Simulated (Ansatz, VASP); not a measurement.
One calculation of Sr, two programs

```
Sr
1.0
    -2.37523    2.37523    2.37523
     2.37523   -2.37523    2.37523
     2.37523    2.37523   -2.37523
Sr
1
Direct
  0.00000 0.00000 0.00000
```

Alike in both runs: task single point; functional PBE; k mesh 18 × 18 × 18; occupations gaussian, width 0.15 eV; no spin polarisation.

|  | VASP | Ansatz |
| --- | --- | --- |
| version | VASP 6.6.1 | Ansatz 0.2.0 |
| potentials or method | VASP PAW PBE potentials, release 64 (Sr_sv), cutoff 520 eV | scalar-relativistic, plane waves, PAW |
| valence electrons in the cell | 10 | 10 |

|  | VASP | Ansatz | Ansatz less VASP |
| --- | --- | --- | --- |
| gap on the k mesh at the Fermi level (eV) | none | none | - |
| pressure (GPa) | 0.1 | 0.1 | 0.00 |

A gap of «none» marks a metal or a gap that the smearing closes.
